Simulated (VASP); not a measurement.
A run of VASP 6.6.1 is set up as follows.

File INCAR:

```
SYSTEM = Rh
AGGAC = 1.0 ; AGGAX = 1.0
ALDAC = 0.0 ; ALDAX = 1.0
ALGO = Normal ; EDIFF = 1E-7
ENCUT = 520 ; GGA = B5
ISIF = 2 ; ISMEAR = -1
IVDW = 12 ; LASPH = .TRUE.
LCHARG = .TRUE. ; LELF = .TRUE.
LREAL = .FALSE. ; LVHAR = .TRUE.
LWAVE = .FALSE. ; NBANDS = 38
NELM = 60 ; PREC = Accurate
SIGMA = 0.05 ; VDW_A1 = 0.4298
VDW_A2 = 4.2359 ; VDW_S6 = 1.0
VDW_S8 = 2.6996
```

Contents of KPOINTS:

```
k-points
0
G
  10 10 3
  0 0 0
```

POSCAR

```
Rh
1.0
    2.6921163054     -0.0000002887      0.0000000000
   -1.3460579027      2.3314412548      0.0000000000
    0.0000000000      0.0000000000      8.8173123023
Rh
4
Direct
    0.0000000000      0.0000000000      0.0000000000
    0.3333333333      0.6666666667      0.2500000000
    0.0000000000      0.0000000000      0.5000000000
    0.6666666667      0.3333333333      0.7500000000
```

Potentials or basis: VASP PAW PBE potentials, release 64 (Rh_pv).

The run is started by

```console
$ cat potpaw_PBE.64/Rh_pv/POTCAR > POTCAR
$ mpirun -np 1 vasp_std > vasp.out
```

(1) What does it give for the pressure?

(2) What does it give for the dispersion energy per atom?

Answers

(1) 0.6 GPa.

(2) -1.484 eV.

Caveat: the PAW data sets were made with another functional, which shifts forces and pressure a little; pairwise dispersion overbinds metals, which lowers pressure and volume.
